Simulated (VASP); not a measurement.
# HPb3 in VASP: single point with r2SCAN

Aim: the single point of HPb3 with r2SCAN.

All numbers are computed with VASP 6.6.1; they aren't measurements. Logs are shortened: lines on timing, memory, paths and dates and some standing lists are left out, and cuts for length are marked.

## 1. The cell of the first run

The cell holds a slab with vacuum, 8 atoms: a = 4.677 Å, b = 4.599 Å, c = 17.423 Å, α = 90.00°, β = 90.00°, γ = 93.48°.

## 2. Single point, r2SCAN

Contents of POSCAR:

```
HPb3
1.0
   -4.6766410000      0.0000000000      0.0000000000
    0.2793110000      4.5901280000      0.0000000000
    0.0000000000      0.0000000000    -17.4234080000
Pb H
6 2
Direct
    0.0462430000      0.5149220000      0.9186320000
    0.0139060000      0.5072840000      0.6300720000
    0.4959400000      0.5604520000      0.7931600000
    0.5394130000      0.5353940000      0.5276180000
    0.4474840000      0.9443030000      0.9507380000
    0.4697830000      0.0400840000      0.6451520000
    0.9771790000      0.0250510000      0.7976120000
    0.0470410000      0.0229810000      0.5121950000
```

Contents of INCAR.step1:

```
  PREC = Accurate
  ENCUT = 520
  ISMEAR = -1
  SIGMA = 0.1
  LREAL = False
  LASPH = True
  NELM = 60
  NBANDS = 53
  GGA = PE
  ALGO = Normal
  EDIFF = 1E-4
  LWAVE = True
  LCHARG = False
```

Contents of INCAR.step2:

```
  PREC = Accurate
  ENCUT = 520
  EDIFF = 1E-6
  ISMEAR = -1
  SIGMA = 0.1
  LREAL = False
  LASPH = True
  NELM = 60
  ALGO = Normal
  ISIF = 2
  LWAVE = False
  LCHARG = False
  METAGGA = R2SCAN
  LMIXTAU = True
  NBANDS = 53
  ISTART = 1
```

Contents of KPOINTS:

```
regular mesh
0
Gamma
  4 4 1
```

Potentials or basis: VASP PAW PBE potentials, release 64 (Pb_d, H).

Started as:

```
$ cat potpaw_PBE.64/Pb_d/POTCAR potpaw_PBE.64/H/POTCAR > POTCAR
$ cp INCAR.step1 INCAR
$ mpirun -np 1 vasp_std > vasp.out
$ cp INCAR.step2 INCAR
$ mpirun -np 1 vasp_std > vasp.out
```

OUTCAR:

```text
PREC = Accurate
   ENCUT = 520
   EDIFF = 1E-6
   ISMEAR = -1
   LREAL = False
   LASPH = True
   NELM = 60
   ISIF = 2
   METAGGA = R2SCAN
   ISTART = 1

 ion  position               nearest neighbor table
   1  0.046  0.515  0.919-   5 2.70   3 3.03   5 3.36   3 3.39   5 3.57   5 3.76
   2  0.014  0.507  0.630-   4 2.86   4 3.03   6 3.13   6 3.16   6 3.24   3 3.63   6 3.65   3 3.75

   3  0.496  0.560  0.793-   1 3.03   5 3.28   1 3.39   6 3.40   6 3.52   2 3.63   2 3.75   5 3.94

   4  0.539  0.535  0.528-   2 2.86   2 3.03   6 3.07   6 3.13
   5  0.447  0.944  0.951-   1 2.70   3 3.28   1 3.36   1 3.57   1 3.76   3 3.94
   6  0.470  0.040  0.645-   4 3.07   4 3.13   2 3.13   2 3.16   2 3.24   3 3.40   3 3.52   2 3.65

   7  0.977  0.025  0.798-
   8  0.047  0.023  0.512-

  Warning from LATTYP: Monoclinic adjustment (A1->A3, A2->A1, A3->A2)!
  LATTYP: Found a simple monoclinic cell.
 ALAT       =     4.5986182372
 B/A-ratio  =     3.7888354939
 C/A-ratio  =     1.0169665667
 COS(beta)  =    -0.0607380273

  Lattice vectors:

 A1 = (   0.2793110000,   4.5901280000,   0.0000000000)
 A2 = (   0.0000000000,   0.0000000000, -17.4234080000)
 A3 = (  -4.6766410000,   0.0000000000,   0.0000000000)

Analysis of symmetry for initial positions (statically):
=====================================================================
 Subroutine PRICEL returns:
 Original cell was already a primitive cell.

 Routine SETGRP: Setting up the symmetry group for a
 simple monoclinic supercell.

 Subroutine GETGRP returns: Found  1 space group operations
 (whereof  1 operations were pure point group operations)
 out of a pool of  4 trial point group operations.

The static configuration has the point symmetry C_1 .

Analysis of symmetry for dynamics (positions and initial velocities):
=====================================================================
 Subroutine PRICEL returns:
 Original cell was already a primitive cell.

 Routine SETGRP: Setting up the symmetry group for a
 simple monoclinic supercell.

 Subroutine GETGRP returns: Found  1 space group operations
 (whereof  1 operations were pure point group operations)
 out of a pool of  4 trial point group operations.

The dynamic configuration has the point symmetry C_1 .

 Subroutine INISYM returns: Found  1 space group operations
 (whereof  1 operations are pure point group operations),
 and found     1 'primitive' translations

----------------------------------------------------------------------------------------

                                     Primitive cell

  volume of cell :     374.0175

  direct lattice vectors                    reciprocal lattice vectors
    -4.676641000  0.000000000  0.000000000    -0.213828686  0.013011555  0.000000000
     0.279311000  4.590128000  0.000000000     0.000000000  0.217858848  0.000000000
     0.000000000  0.000000000-17.423408000     0.000000000  0.000000000 -0.057394053

  length of vectors
     4.676641000  4.598618237 17.423408000     0.214224199  0.217858848  0.057394053

  position of ions in fractional coordinates (direct lattice)
     0.046243000  0.514922000  0.918632000
     0.013906000  0.507284000  0.630072000
     0.495940000  0.560452000  0.793160000
     0.539413000  0.535394000  0.527618000
     0.447484000  0.944303000  0.950738000
     0.469783000  0.040084000  0.645152000
     0.977179000  0.025051000  0.797612000
     0.047041000  0.022981000  0.512195000

  ion indices of the primitive-cell ions
   primitive index   ion index
                 1           1
                 2           2
                 3           3
                 4           4
                 5           5
                 6           6
                 7           7
                 8           8

----------------------------------------------------------------------------------------

 KPOINTS: regular mesh

Automatic generation of k-mesh.
 Grid dimensions read from file:
 generate k-points for:    4    4    1

 Generating k-lattice:

  Cartesian coordinates                     Fractional coordinates (reciprocal lattice)
    -0.053457172  0.003252889  0.000000000     0.250000000  0.000000000  0.000000000
     0.000000000  0.054464712  0.000000000     0.000000000  0.250000000  0.000000000
     0.000000000  0.000000000 -0.057394053     0.000000000  0.000000000  1.000000000

  Length of vectors
     0.053556050  0.054464712  0.057394053

  Shift w.r.t. Gamma in fractional coordinates (k-lattice)
     0.000000000  0.000000000  0.000000000

 Subroutine IBZKPT returns following result:
 ===========================================

 Found     10 irreducible k-points:

 Following reciprocal coordinates:
            Coordinates               Weight
  0.000000  0.000000  0.000000      1.000000
  0.250000  0.000000  0.000000      2.000000
  0.500000  0.000000  0.000000      1.000000
  0.000000  0.250000  0.000000      2.000000
  0.250000  0.250000  0.000000      2.000000
  0.500000  0.250000  0.000000      2.000000
 -0.250000  0.250000  0.000000      2.000000
  0.000000  0.500000  0.000000      1.000000
  0.250000  0.500000  0.000000      2.000000
  0.500000  0.500000  0.000000      1.000000
   k-points           NKPTS =     10   k-points in BZ     NKDIM =     10   number of bands    NBANDS=     53
   number of dos      NEDOS =    301   number of ions     NIONS =      8
   total plane-waves  NPLWV = 181440
   dimension x,y,z NGX =    36 NGY =   36 NGZ =  140
   dimension x,y,z NGXF=    72 NGYF=   72 NGZF=  280
   ions per type =               6   2
   NGX,Y,Z   is equivalent  to a cutoff of  12.80, 13.01, 13.36 a.u.
   NGXF,Y,Z  is equivalent  to a cutoff of  25.59, 26.03, 26.72 a.u.
 SYSTEM =  unknown system
   PREC   = accura    normal or accurate (medium, high low for compatibility)
   ISTART =      1    job   : 0-new  1-cont  2-samecut
   ICHARG =      0    charge: 1-file 2-atom 10-const
   ISPIN  =      1    spin polarized calculation?
   LNONCOLLINEAR =      F non collinear calculations
   LSORBIT =      F    spin-orbit coupling
   LASPH  =      T    aspherical Exc in radial PAW
   ENCUT  =  520.0 eV  38.22 Ry    6.18 a.u.   8.70  8.55 32.40*2*pi/ulx,y,z
   NELM   =     60;   NELMIN=  2; NELMDL=  0     # of ELM steps
   EDIFF  = 0.1E-05   stopping-criterion for ELM
   LREAL  =      F    real-space projection
   EDIFFG = 0.1E-04   stopping-criterion for IOM
   NSW    =      0    number of steps for IOM
   IBRION =     -1    ionic relax: 0-MD 1-quasi-New 2-CG
   NFREE  =      0    steps in history (QN), initial steepest desc. (CG)
   ISIF   =      2    stress and relaxation
   ISYM   =      2    0-nonsym 1-usesym 2-fastsym
   POTIM  = 0.5000    time-step for ionic-motion
   TEBEG  =    0.0;   TEEND  =   0.0 temperature during run
   PSTRESS=    0.0 pullay stress
   NELECT =      86.0000    total number of electrons
   NUPDOWN=      -1.0000    fix difference up-down
   EMIN   =  10.00;   EMAX   =-10.00  energy-range for DOS
   EFERMI =   0.00;   METHOD = LEGACY
   ISMEAR =    -1;   SIGMA  =   0.10  broadening in eV -4-tet -1-fermi 0-gaus
   EFERMI_NEDOS =   21; number of points for ismear=-14 and -15
   IALGO  =     38    algorithm
   IMIX   =      4    mixing-type and parameters
     AMIX     =   0.40;   BMIX     =  1.00
     AMIX_MAG =   1.60;   BMIX_MAG =  1.00
  volume/ion in A,a.u.               =      46.75       315.50
  Fermi-wavevector in a.u.,A,eV,Ry     =   1.002945  1.895291 13.686075  1.005898
  Thomas-Fermi vector in A             =   2.135465
   LORBIT       =      0    0 simple, 1 ext, 2 COOP (PROOUT), +10 PAW based schemes
   METAGGA = R2SCAN    functional components
   LHFCALC =     F    Hartree Fock is set to
   AEXX    =    0.0000 exact exchange contribution
   IVDW    =     0    specifies the selected vdW correction
   LEPSILON=     F    determine dielectric tensor
   LRPA    =     F    only Hartree local field effects (RPA)
 non-spin polarized calculation
  energy-cutoff  :      520.00
  volume of cell :      374.02
 maximum number of plane-waves:     10100
 NGX is ok and might be reduce to    36
   NGX = 17   NGY = 17   NGZ = 65

 number of electron      85.9999999 magnetization

 Free energy of the ion-electron system (eV)
  ---------------------------------------------------
  ext. energy  EPLUGINS =         0.00000000
  ---------------------------------------------------
  free energy    TOTEN  =      -338.56884646 eV

  energy without entropy =     -338.43058909  energy(sigma->0) =     -338.49971778

 E-fermi :   1.2735     XC(G=0):  -6.4188

 val. band max:        1.2279493762   @ k =  -0.2500   0.2500   0.0000
 cond. band min:       1.3277220041   @ k =   0.5000   0.5000   0.0000
 fundamental gap:      0.0997726279
 Fermi energy:         1.2734973494

 k-point     1 :       0.0000    0.0000    0.0000
  band No.  band energies     occupation
      1     -16.8991      2.00000
      2     -16.8117      2.00000
      3     -16.7615      2.00000
      4     -16.6795      2.00000
      5     -16.6411      2.00000
      6     -16.5808      2.00000
[... 45 lines left out ...]
     52       5.1998      0.00000
     53       5.4511      0.00000

 k-point     2 :       0.2500    0.0000    0.0000
  band No.  band energies     occupation
      1     -16.8730      2.00000
      2     -16.8001      2.00000
      3     -16.7130      2.00000
      4     -16.6329      2.00000
      5     -16.5959      2.00000
      6     -16.5606      2.00000
[... 45 lines left out ...]
     52       5.1892      0.00000
     53       5.7172      0.00000

 k-point     3 :       0.5000    0.0000    0.0000
  band No.  band energies     occupation
      1     -16.8441      2.00000
      2     -16.7558      2.00000
      3     -16.6772      2.00000
      4     -16.6066      2.00000
      5     -16.5702      2.00000
      6     -16.4732      2.00000
[... 45 lines left out ...]
     52       5.2204      0.00000
     53       5.5925      0.00000

 k-point     4 :       0.0000    0.2500    0.0000
  band No.  band energies     occupation
      1     -16.8689      2.00000
      2     -16.8102      2.00000
      3     -16.6892      2.00000
      4     -16.6355      2.00000
      5     -16.5997      2.00000
      6     -16.5786      2.00000
[... 45 lines left out ...]
     52       5.3535      0.00000
     53       5.6958      0.00000

 k-point     5 :       0.2500    0.2500    0.0000
  band No.  band energies     occupation
      1     -16.8420      2.00000
      2     -16.7949      2.00000
      3     -16.6553      2.00000
      4     -16.5920      2.00000
      5     -16.5793      2.00000
      6     -16.5540      2.00000
[... 45 lines left out ...]
     52       5.6408      0.00000
     53       5.9300      0.00000

 k-point     6 :       0.5000    0.2500    0.0000
  band No.  band energies     occupation
      1     -16.8511      2.00000
      2     -16.7525      2.00000
      3     -16.6643      2.00000
      4     -16.6159      2.00000
      5     -16.5674      2.00000
      6     -16.4999      2.00000
[... 45 lines left out ...]
     52       6.0645      0.00000
     53       6.6225      0.00000

 k-point     7 :      -0.2500    0.2500    0.0000
  band No.  band energies     occupation
      1     -16.8770      2.00000
      2     -16.8014      2.00000
      3     -16.6971      2.00000
      4     -16.6126      2.00000
      5     -16.5878      2.00000
      6     -16.5543      2.00000
[... 45 lines left out ...]
     52       5.5716      0.00000
     53       6.1987      0.00000

 k-point     8 :       0.0000    0.5000    0.0000
  band No.  band energies     occupation
      1     -16.8347      2.00000
      2     -16.8075      2.00000
      3     -16.5983      2.00000
      4     -16.5970      2.00000
      5     -16.5476      2.00000
      6     -16.5292      2.00000
[... 45 lines left out ...]
     52       5.1887      0.00000
     53       5.6108      0.00000

 k-point     9 :       0.2500    0.5000    0.0000
  band No.  band energies     occupation
      1     -16.8463      2.00000
      2     -16.7919      2.00000
      3     -16.6162      2.00000
      4     -16.5863      2.00000
      5     -16.5692      2.00000
      6     -16.5286      2.00000
[... 45 lines left out ...]
     52       6.0866      0.00000
     53       6.4715      0.00000

 k-point    10 :       0.5000    0.5000    0.0000
  band No.  band energies     occupation
      1     -16.8564      2.00000
      2     -16.7503      2.00000
      3     -16.6614      2.00000
      4     -16.6178      2.00000
      5     -16.5653      2.00000
      6     -16.5083      2.00000
[... 45 lines left out ...]
     52       6.7171      0.00000
     53       6.8920      0.00000

------------------------ aborting loop because EDIFF is reached ----------------------------------------

  FORCE on cell =-STRESS in cart. coord.  units (eV):
  Direction    XX          YY          ZZ          XY          YZ          ZX
  --------------------------------------------------------------------------------------
  -------------------------------------------------------------------------------------
  Total        3.4232834      0.7292382      2.7943508     -1.6829448     -0.3626315      0.3528191
  in kB       14.6643053      3.1238350     11.9701494     -7.2092239     -1.5534032      1.5113700
  external PRESSURE =       9.9194299 kB  Pullay stress =       0.0000000 kB

 VOLUME and BASIS-vectors are now :
 -----------------------------------------------------------------------------
  energy-cutoff  :      520.00
  volume of cell :      374.02
      direct lattice vectors                 reciprocal lattice vectors
    -4.676641000  0.000000000  0.000000000    -0.213828686  0.013011555  0.000000000
     0.279311000  4.590128000  0.000000000     0.000000000  0.217858848  0.000000000
     0.000000000  0.000000000-17.423408000     0.000000000  0.000000000 -0.057394053

 POSITION                                       TOTAL-FORCE (eV/Angst)
 -----------------------------------------------------------------------------------
     -0.07244      2.36356    -16.00570         2.183754     -1.929293      0.334794
      0.07666      2.32850    -10.97800        -0.342499     -0.086321     -0.894936
     -2.16279      2.57255    -13.81955        -0.774479      0.120233      0.405311
     -2.37310      2.45753     -9.19290         0.442146      0.313922      2.108848
     -1.82897      4.33447    -16.56510        -1.625351      1.976518     -0.350731
     -2.18581      0.18399    -11.24075         0.025037     -0.368108     -0.914367
     -4.56292      0.11499    -13.89712         0.184008     -0.145379     -0.238010
     -0.21358      0.10549     -8.92418        -0.092617      0.118428     -0.450910
 -----------------------------------------------------------------------------------
    total drift:                                0.000197     -0.000296     -0.000520

  FREE ENERGIE OF THE ION-ELECTRON SYSTEM (eV)
  ---------------------------------------------------
  free  energy   TOTEN  =      -338.5688464633 eV

  energy  without entropy=     -338.4305890908  energy(sigma->0) =     -338.49971778
```

Wall time 32 min (1 thread of Oxide Virtual Turin-like, shared host); peak memory 0.51 GiB.

Results:

```
Free energy            : -338.5688 eV
Largest force          : 2.933 eV/Å
Band gap on the k mesh : zero (bands 43 and 44 overlap by 1.09 eV)
```

Forces in eV/Å, atoms in the order of the input:
```
Pb   2.184 -1.929  0.335
Pb  -0.342 -0.086 -0.895
Pb  -0.774  0.120  0.405
Pb   0.442  0.314  2.109
Pb  -1.625  1.977 -0.351
Pb   0.025 -0.368 -0.914
H    0.184 -0.145 -0.238
H   -0.093  0.118 -0.451
```

Caveat: there is no dipole correction, which matters where the two faces differ; the PAW data sets were made with another functional, which shifts forces and pressure a little; spin-orbit coupling is left out, which moves the levels of the heavy elements.

The gap in the log of VASP goes by the Fermi energy; the results here count the filled bands.